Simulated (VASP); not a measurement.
A run of VASP 6.6.1 is set up as follows.

Contents of INCAR:

```
SYSTEM = Sn
ALGO     = Normal         ! electronic algorithm
EDIFF    = 1E-6           ! SCF threshold, eV
ENCUT    = 520            ! plane-wave cutoff, eV
GGA      = PE             ! functional
GGA_COMPAT= .FALSE.      
ISIF     = 2              ! what is computed and relaxed
ISMEAR   = 0              ! smearing method
LASPH    = .TRUE.         ! aspherical terms in the spheres
LCHARG   = .TRUE.         ! write CHGCAR
LORBIT   = 11             ! projections on sites
LORBMOM  = .TRUE.       
LREAL    = .FALSE.        ! projectors in reciprocal space
LSORBIT  = .TRUE.         ! spin-orbit coupling
LVHAR    = .TRUE.       
LWAVE    = .FALSE.        ! write WAVECAR
MAGMOM   = 0 0 0          ! initial moments
NBANDS   = 25             ! bands
NELM     = 150            ! most SCF steps
PREC     = Accurate       ! precision mode
SIGMA    = 0.05           ! smearing width, eV
```

File KPOINTS:

```
k-points
0
G
  16 16 16
  0 0 0
```

File POSCAR:

```
Sn
1.0
   -1.9082052586      1.9082052586      1.9082052586
    1.9082052586     -1.9082052586      1.9082052586
    1.9082052586      1.9082052586     -1.9082052586
Sn
1
Direct
    0.0000000000      0.0000000000      0.0000000000
```

Potentials or basis: VASP PAW PBE potentials, release 64 (Sn_d).

The run is started by

```bash
$ cat potpaw_PBE.64/Sn_d/POTCAR > POTCAR
$ mpirun -np 1 vasp_ncl > vasp.out
```

Question: What does it give for the pressure?

Answer: 0.0 GPa.

Question: What does it give for the net moment?

Answer: 0.00 μB per cell.

Moments on the atoms (μB; x, y, z):
```
Sn  0.00 0.00 0.00
```
